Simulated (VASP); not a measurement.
Input of a VASP 6.6.1 run:

Contents of INCAR:

```
SYSTEM = Li
ALGO     = Fast           ! electronic algorithm
EDIFF    = 1E-6           ! SCF threshold, eV
ENCUT    = 520            ! plane-wave cutoff, eV
ISIF     = 2              ! what is computed and relaxed
ISMEAR   = 0              ! smearing method
LASPH    = .TRUE.         ! aspherical terms in the spheres
LCHARG   = .FALSE.        ! write CHGCAR
LREAL    = .FALSE.        ! projectors in reciprocal space
LWAVE    = .FALSE.        ! write WAVECAR
NBANDS   = 8              ! bands
NELM     = 60             ! most SCF steps
PREC     = Accurate       ! precision mode
SIGMA    = 0.15           ! smearing width, eV
```

KPOINTS

```
k-points
0
G
  18 18 18
  0 0 0
```

Contents of POSCAR:

```
Li
1.0
    0.0000000000      2.1689700000      2.2680600000
    2.1689700000      0.0000000000      2.2680600000
    2.1689700000      2.1689700000      0.0000000000
Li
1
Direct
    0.0000000000      0.0000000000      0.0000000000
```

Potentials or basis: VASP PAW LDA potentials, release 64 (Li_sv).

Run with:

```sh
$ cat potpaw_LDA.64/Li_sv/POTCAR > POTCAR
$ mpirun -np 1 vasp_std > vasp.out
```

Q: Predict the band gap on the k mesh.

A: Zero (an odd number of electrons rules out a gap without spin polarisation).

Caveat: the cell differs from its parent crystal (strain -0.015 along x and y, +0.030 along z).
